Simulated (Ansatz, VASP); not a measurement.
## One calculation of WS2, two programs

```
CELL_PARAMETERS angstrom
3.15955 0.00000 0.00000
-1.57977 2.73625 0.00000
0.00000 0.00000 23.80426
ATOMIC_POSITIONS crystal
S 0.33333 0.66667 0.18904
S 0.33333 0.66667 0.32146
S 0.00000 0.00000 0.48068
S 0.00000 0.00000 0.61309
W 0.66667 0.33333 0.25525
W 0.66667 0.33333 0.54689
```

Alike in both runs: task single point; functional PBE; dispersion D3(BJ); k mesh 9 × 9 × 1; occupations gaussian, width 0.05 eV; no spin polarisation.

|  | VASP | Ansatz |
| --- | --- | --- |
| version | VASP 6.6.1 | Ansatz 0.2.0 |
| potentials or method | VASP PAW PBE potentials, release 64 (S, W_sv), cutoff 520 eV | scalar-relativistic, plane waves, PAW |
| valence electrons in the cell | 52 | 52 |

Ansatz gave:

```
gap on the k mesh at the Fermi level (eV) : 1.84
least direct gap on the mesh (eV)         : 1.92
rms of the force components (eV/Å)        : 0.027
```

Which values does VASP return?

gap on the k mesh at the Fermi level (eV): 1.86; least direct gap on the mesh (eV): 1.92; rms of the force components (eV/Å): 0.027.

Neither program's run includes spin-orbit coupling.
